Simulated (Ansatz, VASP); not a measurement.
AlNi in VASP and in Ansatz

INCAR

```
  PREC = Accurate
  ENCUT = 520
  EDIFF = 1E-6
  ISMEAR = -1
  SIGMA = 0.05
  LREAL = F
  LASPH = T
  NELM = 150
  ALGO = Fast
  ISIF = 2
  LWAVE = F
  LCHARG = F
  ISPIN = 2
  MAGMOM = 1 0
  LORBIT = 11
  LMAXMIX = 4
  GGA = PE
  NBANDS = 18
```

Contents of KPOINTS:

```
Automatic mesh
0
Gamma
  11 11 7
```

Contents of POSCAR:

```
AlNi
1.0
    2.3458038479     -1.4220336112      0.0000000000
    2.3458038479      1.4220336112      0.0000000000
   -1.3830548326      0.0000000000      3.9569521865
Ni Al
1 1
Direct
    0.5000000000      0.5000000000      0.5000000000
    0.0000000000      0.0000000000      0.0000000000
```

Contents of input.yaml:

```yaml
crystal:
  lattice:
    - [2.3458038479, -1.4220336112, 0.0]
    - [2.3458038479, 1.4220336112, 0.0]
    - [-1.3830548326, 0.0, 3.9569521865]
  atoms:
    - { symbol: Ni, position: [0.5, 0.5, 0.5], spin: 1.0 }
    - { symbol: Al, position: [0.0, 0.0, 0.0] }
kpoints:
  mp_grid: { grid: [11, 11, 7] }
scf:
  occupations: { method: fermi_dirac, width: 0.05 }
hamiltonian:
  xc: pbe
  pseudopotentials: { kind: all_electron, lapw: { basis_error: 0.0005 } }
magnetization:
  spin_polarized: true
output:
  forces: true
  stress: true
  eigenvalues: true
```

Change from the starting cell: volume scaled by 1.06.

Alike in both runs: task single point; functional PBE; k mesh 11 × 11 × 7; occupations fermi-dirac, width 0.05 eV; collinear spin.

|  | VASP | Ansatz |
| --- | --- | --- |
| version | VASP 6.6.1 | Ansatz 0.2.0 |
| potentials or method | VASP PAW PBE potentials, release 64 (Ni, Al), cutoff 520 eV | all-electron LAPW, scalar-relativistic |

VASP gave:

- gap on the k mesh at the Fermi level (eV): none
- pressure (GPa): -5.3
- traceless stress, the component that is largest in VASP (GPa): 1.26
- net moment per atom (μB): 0.00

Q: Estimate Ansatz's values.

A: gap on the k mesh at the Fermi level (eV): none; pressure (GPa): -6.0; traceless stress, the component that is largest in VASP (GPa): 1.27; net moment per atom (μB): 0.00.

A gap of «none» marks a metal or a gap that the smearing closes. Ansatz ran all-electron here, and VASP with PAW potentials.
